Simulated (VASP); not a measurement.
Set up this calculation in VASP 6.6.1, as the native input.

| Item | Value |
| --- | --- |
| Task | single point |
| Functional | LDA |
| Potentials or basis | VASP PAW LDA potentials, release 64 (Rh_pv) |
| Cutoff | 520 eV |
| k mesh | 16 × 16 × 16 |
| Occupations | fermi-dirac, width 0.03 eV |
| Spin | no spin polarisation |
| Dipole correction | no |
| Further INCAR settings | ALGO = Normal; EDIFF = 1e-06; NBANDS = 14 |

The structure of Rh lies in POSCAR:

```
Rh
1.0
    0.0000000000      1.9015500000      1.9205655000
    1.9015500000      0.0000000000      1.9205655000
    1.9015500000      1.9015500000      0.0000000000
Rh
1
Direct
    0.0000000000      0.0000000000      0.0000000000
```

This cell differs from its parent crystal: zz strain of +1 %.

The input as run:

INCAR

```
PREC     = Accurate       # precision mode
ENCUT    = 520            # plane-wave cutoff, eV
EDIFF    = 1E-6           # SCF threshold, eV
ISMEAR   = -1             # smearing method
SIGMA    = 0.03           # smearing width, eV
LREAL    = F              # projectors in reciprocal space
LASPH    = T              # aspherical terms in the spheres
NELM     = 100            # most SCF steps
ALGO     = Normal         # electronic algorithm
ISIF     = 2              # what is computed and relaxed
LWAVE    = F              # write WAVECAR
LCHARG   = F              # write CHGCAR
NBANDS   = 14             # bands
```

KPOINTS

```
regular mesh
0
Gamma
  16 16 16
```

Potentials or basis: VASP PAW LDA potentials, release 64 (Rh_pv).

Command:

```console
$ cat potpaw_LDA.64/Rh_pv/POTCAR > POTCAR
$ mpirun -np 1 vasp_std > vasp.out
```

Results of the run:

```
Pressure : -12.9 GPa
```

Caveat: the cell differs from its parent crystal (zz strain of +1 %).

It took 19 s on 1 thread of Intel(R) Xeon(R) 6975P-C (Granite Rapids), on a shared host, peak memory 0.16 GiB.
